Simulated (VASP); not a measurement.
Here is a VASP 6.6.1 calculation.

INCAR

```
PREC = Accurate
ENCUT = 520
EDIFF = 1E-6
ISMEAR = 0
SIGMA = 0.05
LREAL = F
LASPH = T
NELM = 100
ALGO = Normal
ISIF = 2
LWAVE = F
LCHARG = T
GGA = PE
LELF = T
LVHAR = T
NBANDS = 13
```

Contents of KPOINTS:

```
Automatic mesh
0
Gamma
  8 8 8
```

File POSCAR:

```
Pb
1.0
    0.0000000000      2.5212142557      2.5212142557
    2.5212142557      0.0000000000      2.5212142557
    2.5212142557      2.5212142557      0.0000000000
Pb
1
Direct
    0.0000000000      0.0000000000      0.0000000000
```

Potentials or basis: VASP PAW PBE potentials, release 64 (Pb_d).

Launch:

```console
$ cat potpaw_PBE.64/Pb_d/POTCAR > POTCAR
$ mpirun -np 1 vasp_std > vasp.out
```

(1) Estimate the band gap on the k mesh.

(2) Estimate the pressure.

Answers

(1) zero (bands 7 and 8 overlap by 8.25 eV).

(2) -0.1 GPa.

Caveat: spin-orbit coupling is left out, which moves the levels of the heavy elements.
